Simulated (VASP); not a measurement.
# LiYHg (P4/mmm) in VASP: a series of runs

The runs below take LiYHg through single point, relaxation of cell and atoms, with PBE.

Everything below comes from runs of VASP 6.6.1. Logs are shortened: lines on timing, memory, paths and dates and some standing lists are left out, and cuts for length are marked.

### 1 The cell of the first run

Symmetry: P4/mmm, No. 123, tetragonal system. Conventional cell: a = 3.913 Å, b = 3.913 Å, c = 3.969 Å, α = 90.00°, β = 90.00°, γ = 90.00°. Li (site symmetry 4/mmm) has 2 Hg at 1.98 Å within 2.6 Å. Y (site symmetry 4/mmm) has 4 Hg at 2.77 Å and 8 Li at 3.41 Å within 3.6 Å. Hg (site symmetry 4/mmm) has 2 Li at 1.98 Å within 2.6 Å.

The cell was generated, and may not be a known phase.

### 2 Single point, PBE

File INCAR:

```
SYSTEM = LiYHg
  ALGO = Normal
  EDIFF = 1E-6
  ENCUT = 520
  GGA = PE
  ISIF = 2
  ISMEAR = 0
  LASPH = .True.
  LCHARG = .False.
  LREAL = .False.
  LWAVE = .False.
  NBANDS = 20
  NELM = 60
  PREC = Accurate
  SIGMA = 0.1
```

File KPOINTS:

```
k-points
0
Gamma
  4 4 4
  0 0 0
```

File POSCAR:

```
LiYHg
1.0
    3.9129880500      0.0000000000      0.0000000000
    0.0000000000      3.9129880500      0.0000000000
    0.0000000000      0.0000000000      3.9691185900
Li Y Hg
1 1 1
Direct
    0.5000000000      0.5000000000      0.5000000000
    0.0000000000      0.0000000000      0.0000000000
    0.5000000000      0.5000000000      0.0000000000
```

Potentials or basis: VASP PAW PBE potentials, release 64 (Li_sv, Y_sv, Hg).

The run is started by

```console
cat potpaw_PBE.64/Li_sv/POTCAR potpaw_PBE.64/Y_sv/POTCAR potpaw_PBE.64/Hg/POTCAR > POTCAR
mpirun -np 1 vasp_std > vasp.out
```

OUTCAR:

```text
SYSTEM = LiYHg
   EDIFF = 1E-6
   ENCUT = 520
   GGA = PE
   ISIF = 2
   ISMEAR = 0
   LASPH = .True.
   LREAL = .False.
   NELM = 60
   PREC = Accurate

 ion  position               nearest neighbor table
   1  0.500  0.500  0.500-   3 1.98   3 1.98   2 3.41   2 3.41   2 3.41   2 3.41   2 3.41   2 3.41
                             2 3.41   2 3.41
   2  0.000  0.000  0.000-   3 2.77   3 2.77   3 2.77   3 2.77   1 3.41   1 3.41   1 3.41   1 3.41
                             1 3.41   1 3.41   1 3.41   1 3.41
   3  0.500  0.500  0.000-   1 1.98   1 1.98   2 2.77   2 2.77   2 2.77   2 2.77

  LATTYP: Found a simple tetragonal cell.
 ALAT       =     3.9129880500
 C/A-ratio  =     1.0143446745

  Lattice vectors:

 A1 = (   3.9129880500,   0.0000000000,   0.0000000000)
 A2 = (   0.0000000000,   3.9129880500,   0.0000000000)
 A3 = (   0.0000000000,   0.0000000000,   3.9691185900)

Analysis of symmetry for initial positions (statically):
=====================================================================
 Subroutine PRICEL returns:
 Original cell was already a primitive cell.

 Routine SETGRP: Setting up the symmetry group for a
 simple tetragonal supercell.

 Subroutine GETGRP returns: Found 16 space group operations
 (whereof 16 operations were pure point group operations)
 out of a pool of 16 trial point group operations.

The static configuration has the point symmetry D_4h.

Analysis of symmetry for dynamics (positions and initial velocities):
=====================================================================
 Subroutine PRICEL returns:
 Original cell was already a primitive cell.

 Routine SETGRP: Setting up the symmetry group for a
 simple tetragonal supercell.

 Subroutine GETGRP returns: Found 16 space group operations
 (whereof 16 operations were pure point group operations)
 out of a pool of 16 trial point group operations.

The dynamic configuration has the point symmetry D_4h.

 Subroutine INISYM returns: Found 16 space group operations
 (whereof 16 operations are pure point group operations),
 and found     1 'primitive' translations

----------------------------------------------------------------------------------------

                                     Primitive cell

  volume of cell :      60.7731

  direct lattice vectors                    reciprocal lattice vectors
     3.912988050  0.000000000  0.000000000     0.255559176  0.000000000  0.000000000
     0.000000000  3.912988050  0.000000000     0.000000000  0.255559176  0.000000000
     0.000000000  0.000000000  3.969118590     0.000000000  0.000000000  0.251945105

  length of vectors
     3.912988050  3.912988050  3.969118590     0.255559176  0.255559176  0.251945105

  position of ions in fractional coordinates (direct lattice)
     0.500000000  0.500000000  0.500000000
     0.000000000  0.000000000  0.000000000
     0.500000000  0.500000000  0.000000000

  ion indices of the primitive-cell ions
   primitive index   ion index
                 1           1
                 2           2
                 3           3

----------------------------------------------------------------------------------------

 KPOINTS: k-points

Automatic generation of k-mesh.
 Grid dimensions read from file:
 generate k-points for:    4    4    4

 Generating k-lattice:

  Cartesian coordinates                     Fractional coordinates (reciprocal lattice)
     0.063889794  0.000000000  0.000000000     0.250000000  0.000000000  0.000000000
     0.000000000  0.063889794  0.000000000     0.000000000  0.250000000  0.000000000
     0.000000000  0.000000000  0.062986276     0.000000000  0.000000000  0.250000000

  Length of vectors
     0.063889794  0.063889794  0.062986276

  Shift w.r.t. Gamma in fractional coordinates (k-lattice)
     0.000000000  0.000000000  0.000000000

 Subroutine IBZKPT returns following result:
 ===========================================

 Found     18 irreducible k-points:

 Following reciprocal coordinates:
            Coordinates               Weight
  0.000000  0.000000  0.000000      1.000000
  0.250000  0.000000  0.000000      4.000000
  0.500000  0.000000  0.000000      2.000000
  0.250000  0.250000  0.000000      4.000000
  0.500000  0.250000  0.000000      4.000000
  0.500000  0.500000  0.000000      1.000000
[... 10 lines left out ...]
  0.500000  0.250000  0.500000      4.000000
  0.500000  0.500000  0.500000      1.000000
   k-points           NKPTS =     18   k-points in BZ     NKDIM =     18   number of bands    NBANDS=     20
   number of dos      NEDOS =    301   number of ions     NIONS =      3
   total plane-waves  NPLWV =  27000
   dimension x,y,z NGX =    30 NGY =   30 NGZ =   30
   dimension x,y,z NGXF=    60 NGYF=   60 NGZF=   60
   ions per type =               1   1   1
   NGX,Y,Z   is equivalent  to a cutoff of  12.75, 12.75, 12.57 a.u.
   NGXF,Y,Z  is equivalent  to a cutoff of  25.49, 25.49, 25.13 a.u.
 SYSTEM =  LiYHg
   PREC   = accura    normal or accurate (medium, high low for compatibility)
   ISTART =      0    job   : 0-new  1-cont  2-samecut
   ICHARG =      2    charge: 1-file 2-atom 10-const
   ISPIN  =      1    spin polarized calculation?
   LNONCOLLINEAR =      F non collinear calculations
   LSORBIT =      F    spin-orbit coupling
   LASPH  =      T    aspherical Exc in radial PAW
   ENCUT  =  520.0 eV  38.22 Ry    6.18 a.u.   7.28  7.28  7.38*2*pi/ulx,y,z
   NELM   =     60;   NELMIN=  2; NELMDL= -5     # of ELM steps
   EDIFF  = 0.1E-05   stopping-criterion for ELM
   LREAL  =      F    real-space projection
   EDIFFG = 0.1E-04   stopping-criterion for IOM
   NSW    =      0    number of steps for IOM
   IBRION =     -1    ionic relax: 0-MD 1-quasi-New 2-CG
   NFREE  =      0    steps in history (QN), initial steepest desc. (CG)
   ISIF   =      2    stress and relaxation
   ISYM   =      2    0-nonsym 1-usesym 2-fastsym
   POTIM  = 0.5000    time-step for ionic-motion
   TEBEG  =    0.0;   TEEND  =   0.0 temperature during run
   PSTRESS=    0.0 pullay stress
   NELECT =      26.0000    total number of electrons
   NUPDOWN=      -1.0000    fix difference up-down
   EMIN   =  10.00;   EMAX   =-10.00  energy-range for DOS
   EFERMI =   0.00;   METHOD = LEGACY
   ISMEAR =     0;   SIGMA  =   0.10  broadening in eV -4-tet -1-fermi 0-gaus
   EFERMI_NEDOS =   21; number of points for ismear=-14 and -15
   IALGO  =     38    algorithm
   IMIX   =      4    mixing-type and parameters
     AMIX     =   0.40;   BMIX     =  1.00
     AMIX_MAG =   1.60;   BMIX_MAG =  1.00
  volume/ion in A,a.u.               =      20.26       136.71
  Fermi-wavevector in a.u.,A,eV,Ry     =   1.233566  2.331101 20.703768  1.521684
  Thomas-Fermi vector in A             =   2.368291
   LORBIT       =      0    0 simple, 1 ext, 2 COOP (PROOUT), +10 PAW based schemes
   GGA     = PE    functional components
   LHFCALC =     F    Hartree Fock is set to
   AEXX    =    0.0000 exact exchange contribution
   IVDW    =     0    specifies the selected vdW correction
   LEPSILON=     F    determine dielectric tensor
   LRPA    =     F    only Hartree local field effects (RPA)
 non-spin polarized calculation
 Gauss-broadening in eV      SIGMA  =   0.10
  energy-cutoff  :      520.00
  volume of cell :       60.77
 maximum number of plane-waves:      1648
 NGX is ok and might be reduce to    30
   NGX = 15   NGY = 15   NGZ = 15

 number of electron      25.9999993 magnetization

 Free energy of the ion-electron system (eV)
  ---------------------------------------------------
  ext. energy  EPLUGINS =         0.00000000
  ---------------------------------------------------
  free energy    TOTEN  =        -6.14595897 eV

  energy without entropy =       -6.13546766  energy(sigma->0) =       -6.14071331

 E-fermi :   3.8183     XC(G=0): -10.0867

 val. band max:        3.7957572797   @ k =   0.5000   0.0000   0.2500
 cond. band min:       3.8260913904   @ k =   0.5000   0.0000   0.0000
 fundamental gap:      0.0303341107
 Fermi energy:         3.8182918304

 k-point     1 :       0.0000    0.0000    0.0000
  band No.  band energies     occupation
      1     -42.8014      2.00000
      2     -38.9691      2.00000
      3     -19.0077      2.00000
      4     -18.9699      2.00000
      5     -18.9699      2.00000
      6      -5.1683      2.00000
[... 12 lines left out ...]
     19       8.4001      0.00000
     20      12.5626      0.00000

 k-point     2 :       0.2500    0.0000    0.0000
  band No.  band energies     occupation
      1     -42.8012      2.00000
      2     -38.9632      2.00000
      3     -19.0843      2.00000
      4     -19.0034      2.00000
      5     -18.9947      2.00000
      6      -4.9532      2.00000
[... 12 lines left out ...]
     19       9.7335      0.00000
     20      10.3227      0.00000

 k-point     3 :       0.5000    0.0000    0.0000
  band No.  band energies     occupation
      1     -42.8010      2.00000
      2     -38.9573      2.00000
      3     -19.1950      2.00000
      4     -19.0193      2.00000
      5     -18.9991      2.00000
      6      -4.8177      2.00000
[... 12 lines left out ...]
     19      10.0203      0.00000
     20      11.3174      0.00000

 k-point     4 :       0.2500    0.2500    0.0000
  band No.  band energies     occupation
      1     -42.8010      2.00000
      2     -38.9593      2.00000
      3     -19.1060      2.00000
      4     -19.0414      2.00000
      5     -18.9971      2.00000
      6      -5.0482      2.00000
[... 291 lines left out ...]
 k-point    17 :       0.5000    0.2500    0.5000
  band No.  band energies     occupation
      1     -42.7698      2.00000
      2     -38.9498      2.00000
      3     -19.1377      2.00000
      4     -19.0974      2.00000
      5     -19.0519      2.00000
      6      -5.3228      2.00000
[... 12 lines left out ...]
     19       8.5420      0.00000
     20      11.4604      0.00000

 k-point    18 :       0.5000    0.5000    0.5000
  band No.  band energies     occupation
      1     -42.7697      2.00000
      2     -38.9479      2.00000
      3     -19.0935      2.00000
      4     -19.0935      2.00000
      5     -19.0867      2.00000
      6      -5.3607      2.00000
[... 12 lines left out ...]
     19       8.3477      0.00000
     20      11.4304      0.00000

------------------------ aborting loop because EDIFF is reached ----------------------------------------

  FORCE on cell =-STRESS in cart. coord.  units (eV):
  Direction    XX          YY          ZZ          XY          YZ          ZX
  --------------------------------------------------------------------------------------
  -------------------------------------------------------------------------------------
  Total        9.1104058      9.1104058     15.9548341      0.0000000      0.0000000      0.0000000
  in kB      240.1801919    240.1801919    420.6217792      0.0000000      0.0000000      0.0000000
  external PRESSURE =     300.3273877 kB  Pullay stress =       0.0000000 kB

 VOLUME and BASIS-vectors are now :
 -----------------------------------------------------------------------------
  energy-cutoff  :      520.00
  volume of cell :       60.77
      direct lattice vectors                 reciprocal lattice vectors
     3.912988050  0.000000000  0.000000000     0.255559176  0.000000000  0.000000000
     0.000000000  3.912988050  0.000000000     0.000000000  0.255559176  0.000000000
     0.000000000  0.000000000  3.969118590     0.000000000  0.000000000  0.251945105

 POSITION                                       TOTAL-FORCE (eV/Angst)
 -----------------------------------------------------------------------------------
      1.95649      1.95649      1.98456         0.000000      0.000000      0.000000
      0.00000      0.00000      0.00000         0.000000      0.000000      0.000000
      1.95649      1.95649      0.00000         0.000000      0.000000      0.000000
 -----------------------------------------------------------------------------------
    total drift:                                0.000000      0.000000      0.000000

  FREE ENERGIE OF THE ION-ELECTRON SYSTEM (eV)
  ---------------------------------------------------
  free  energy   TOTEN  =        -6.1459589678 eV

  energy  without entropy=       -6.1354676575  energy(sigma->0) =       -6.14071331
```

It took 44 s on 1 thread of AMD EPYC 7R13, shared host; peak memory 0.16 GiB.

Results:

```yaml
Free_energy: -6.1460 eV
Band_gap_on_the_k_mesh: zero (bands 13 and 14 overlap by 1.87 eV)
```

Levels at points of the mesh, in eV from the Fermi level:
| k point | band 11 | band 12 | band 13 | band 14 | band 15 | band 16 |
| --- | --- | --- | --- | --- | --- | --- |
| (0.00, 0.00, 0.00) | -7.58 | -0.55 | 1.21 | 1.46 | 2.48 | 2.48 |
| (0.50, 0.00, 0.00) | -5.27 | -3.72 | -0.32 | 0.01 | 0.14 | 3.27 |
| (0.50, 0.50, 0.00) | -5.82 | -1.24 | -1.24 | -0.03 | 2.61 | 2.61 |
| (0.00, 0.00, 0.50) | -7.24 | -2.23 | 1.66 | 2.06 | 2.06 | 4.34 |
| (0.50, 0.00, 0.50) | -4.99 | -2.19 | -2.10 | 0.29 | 0.87 | 2.06 |
| (0.50, 0.50, 0.50) | -5.89 | 0.10 | 0.10 | 1.02 | 1.02 | 1.97 |

Caveat: the k points lie up to 0.40 Å⁻¹ apart, too coarse for converged energies and pressures of a metal; the cutoff is under 1.25 times the usual one of these potentials, so pressure, stress and relaxed cells hold a basis-set (Pulay) error; spin-orbit coupling is left out, which moves the levels of the heavy elements.

### 3 Single point, PBE

This run uses another cell than the first one, of 30.96 Å³/atom.

File INCAR:

```
PREC = Accurate ; ENCUT = 520
EDIFF = 1E-6 ; ISMEAR = 0
SIGMA = 0.1 ; LREAL = F
LASPH = T ; NELM = 80
ALGO = Normal ; ISIF = 2
LWAVE = F ; LCHARG = F
GGA = PE ; NBANDS = 20
```

File KPOINTS:

```
regular mesh
0
Gamma
  4 4 4
```

File POSCAR:

```
LiYHg
1.0
    4.2365820120      0.0000000000      0.0000000000
    0.0000000000      4.2365820120      0.0000000000
    0.0000000000      0.0000000000      5.1756040391
Li Y Hg
1 1 1
Direct
    0.5000000000      0.5000000000      0.5000000000
    0.0000000000      0.0000000000      0.0000000000
    0.5000000000      0.5000000000      0.0000000000
```

Potentials or basis: VASP PAW PBE potentials, release 64 (Li_sv, Y_sv, Hg).

The run is started by

```console
cat potpaw_PBE.64/Li_sv/POTCAR potpaw_PBE.64/Y_sv/POTCAR potpaw_PBE.64/Hg/POTCAR > POTCAR
mpirun -np 1 vasp_std > vasp.out
```

Run time: 68 s. Hardware: 1 thread of AMD EPYC 7R13, shared host; peak memory 0.19 GiB.

Results (log left out):

```yaml
Free_energy: -8.5135 eV
Band_gap_on_the_k_mesh: zero (bands 13 and 14 overlap by 1.09 eV)
```

Levels at points of the mesh, in eV from the Fermi level:
| k point | band 10 | band 11 | band 12 | band 13 | band 14 | band 15 | band 16 | band 17 |
| --- | --- | --- | --- | --- | --- | --- | --- | --- |
| (0.00, 0.00, 0.00) | -7.36 | -6.45 | -0.41 | 0.08 | 0.96 | 2.26 | 2.26 | 2.81 |
| (0.50, 0.00, 0.00) | -7.33 | -4.86 | -2.69 | -0.46 | 0.08 | 0.23 | 2.18 | 2.85 |
| (0.50, 0.50, 0.00) | -7.26 | -5.02 | -0.57 | -0.57 | 0.47 | 1.45 | 1.45 | 1.90 |
| (0.00, 0.00, 0.50) | -7.38 | -6.27 | -2.01 | 1.07 | 1.87 | 1.87 | 1.89 | 3.28 |
| (0.50, 0.00, 0.50) | -7.35 | -4.75 | -2.10 | -1.41 | 0.20 | 0.49 | 1.94 | 2.02 |
| (0.50, 0.50, 0.50) | -7.26 | -5.02 | 0.28 | 0.28 | 0.39 | 0.39 | 1.30 | 2.22 |

Caveat: the k points lie up to 0.37 Å⁻¹ apart, too coarse for converged energies and pressures of a metal; the cutoff is under 1.25 times the usual one of these potentials, so pressure, stress and relaxed cells hold a basis-set (Pulay) error; spin-orbit coupling is left out, which moves the levels of the heavy elements.

### 4 Relaxation of cell and atoms, PBE

File INCAR:

```
PREC = Accurate ; ENCUT = 600
EDIFF = 1E-7 ; ISMEAR = 0
SIGMA = 0.1 ; LREAL = F
LASPH = T ; NELM = 80
ALGO = Normal ; ISIF = 3
LWAVE = F ; LCHARG = F
GGA = PE ; IBRION = 2
NSW = 90 ; EDIFFG = -0.04
```

KPOINTS is that of step 3.

File POSCAR:

```
LiYHg
1.0
    3.9129880500      0.0000000000      0.0000000000
    0.0000000000      3.9129880500      0.0000000000
    0.0000000000      0.0000000000      3.9691185900
Li Y Hg
1 1 1
Direct
    0.5000000000      0.5000000000      0.5000000000
    0.0000000000      0.0000000000      0.0000000000
    0.5000000000      0.5000000000      0.0000000000
```

The run is started by

```console
cat potpaw_PBE.64/Li_sv/POTCAR potpaw_PBE.64/Y_sv/POTCAR potpaw_PBE.64/Hg/POTCAR > POTCAR
mpirun -np 1 vasp_std > vasp.out
```

Run time: 5.9 min. Hardware: 1 thread of AMD EPYC 7R13, shared host; peak memory 0.17 GiB.

It converged, with:

- Free energy: -8.4717 eV
- Relaxed volume: 30.61 Å³/atom
- Relaxed cell: a = 4.236 Å, b = 4.236 Å, c = 5.118 Å, α = 90.00°, β = 90.00°, γ = 90.00°
- Space group after relaxing (to 0.1 Å): P4/mmm (No. 123)
- Energy gained by relaxing: 774.8 meV/atom
- Ionic steps: 8
- Pressure after relaxing: 0.0 GPa
- Band gap on the k mesh: zero (bands 13 and 14 overlap by 1.08 eV)

Stress tensor (GPa, compression positive):
```
-0.01  0.00  0.00
 0.00 -0.01  0.00
 0.00  0.00  0.07
```

Step by step:
| step | energy change (eV) | largest force (eV/Å) | pressure (GPa) | volume (Å³) |
| --- | --- | --- | --- | --- |
| 1 | 0.0000 | 0.0000 | 30.05 | 60.77 |
| 2 | -2.1340 | 0.0000 | -3.16 | 100.40 |
| 3 | -2.2065 | 0.0000 | -0.19 | 90.36 |
| 4 | -2.2086 | 0.0000 | -0.89 | 92.28 |
| 5 | -2.3052 | 0.0000 | -0.12 | 91.21 |
| 6 | -2.3167 | 0.0000 | 0.93 | 90.04 |
| 7 | -2.3218 | 0.0000 | 0.53 | 90.46 |
| 8 | -2.3244 | 0.0000 | 0.02 | 91.82 |

Final structure:
```cif
data_structure
_symmetry_space_group_name_H-M 'P 1'
_symmetry_Int_Tables_number 1
_cell_length_a 4.2357
_cell_length_b 4.2357
_cell_length_c 5.1177
_cell_angle_alpha 90.000
_cell_angle_beta 90.000
_cell_angle_gamma 90.000
_cell_volume 91.82
loop_
_atom_site_label
_atom_site_type_symbol
_atom_site_fract_x
_atom_site_fract_y
_atom_site_fract_z
_atom_site_occupancy
Li1 Li 0.50000 0.50000 0.50000 1
Y1 Y 0.00000 0.00000 0.00000 1
Hg1 Hg 0.50000 0.50000 0.00000 1
```

Levels at points of the mesh, in eV from the Fermi level:
```csv
k point,band 11,band 12,band 13,band 14,band 15,band 16
"(0.00, 0.00, 0.00)",-6.48,-0.41,0.12,0.96,2.28,2.28
"(0.50, 0.00, 0.00)",-4.88,-2.72,-0.44,0.07,0.23,2.20
"(0.50, 0.50, 0.00)",-5.04,-0.60,-0.60,0.44,1.47,1.47
"(0.00, 0.00, 0.50)",-6.29,-2.00,1.08,1.86,1.86,1.95
"(0.50, 0.00, 0.50)",-4.77,-2.09,-1.41,0.20,0.48,1.93
"(0.50, 0.50, 0.50)",-5.04,0.29,0.29,0.37,0.37,1.35
```

Caveat: the k points lie up to 0.37 Å⁻¹ apart in the final cell, too coarse for converged energies and pressures of a metal; the cutoff is under 1.25 times the usual one of these potentials, so pressure, stress and relaxed cells hold a basis-set (Pulay) error; the volume moved by over 15 % at a fixed basis, so the end points are rough; spin-orbit coupling is left out, which moves the levels of the heavy elements.

### 5 Summary

| task | cell | cutoff (eV) | gap on the mesh (eV) |
| --- | --- | --- | --- |
| single point | a = 3.913, b = 3.913, c = 3.969 Å, 3 atoms | 520 | none |
| single point | a = 4.237, b = 4.237, c = 5.176 Å, 3 atoms | 520 | none |
| relaxation of cell and atoms | relaxed from a = 3.913, b = 3.913, c = 3.969 Å, 3 atoms | 600 | none |

Alike in all rows: level PBE; potentials or basis VASP PAW PBE potentials, release 64 (Li_sv, Y_sv, Hg); no spin polarisation; k mesh 4 × 4 × 4; smearing gaussian 0.1 eV.

Caveats: all runs use coarse meshes; the cutoff is under 1.25 times the usual one of these potentials, so pressure, stress and relaxed cells hold a basis-set (Pulay) error; spin-orbit coupling is left out, which moves the levels of the heavy elements; the volume moved by over 15 % at a fixed basis, so the end points are rough (at least some runs).

Total energies depend on the potentials used, so only differences within one code and one set of settings carry meaning.

The gap in the log of VASP goes by the Fermi energy; the results here count the filled bands.